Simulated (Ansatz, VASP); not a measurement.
## GaAs: VASP beside Ansatz

```xyz
2
Lattice="0.0000 2.8268 2.7420 2.8268 0.0000 2.7420 2.8268 2.8268 0.0000" Properties=species:S:1:pos:R:3 pbc="T T T"
Ga    0.0000    0.0000    0.0000
As    4.2403    4.2403    4.1131
```

Change from the starting cell: zz strain of -3 %.

Alike in both runs: task single point; functional LDA; k mesh 11 × 11 × 11; occupations fermi-dirac, width 0.05 eV; no spin polarisation.

|  | VASP | Ansatz |
| --- | --- | --- |
| version | VASP 6.6.1 | Ansatz 0.2.0 |
| potentials or method | VASP PAW LDA potentials, release 64 (Ga_d, As), cutoff 520 eV | all-electron LAPW, scalar-relativistic |

```csv
,VASP,Ansatz,Ansatz less VASP
pressure (GPa),0.6,0.3,-0.30
"traceless stress, the component that is largest in VASP (GPa)",1.22,1.22,+0.004
```

LDA's correlation is that of Perdew and Zunger in VASP and of Perdew and Wang (1992) in Ansatz. Ansatz ran all-electron here, and VASP with PAW potentials.
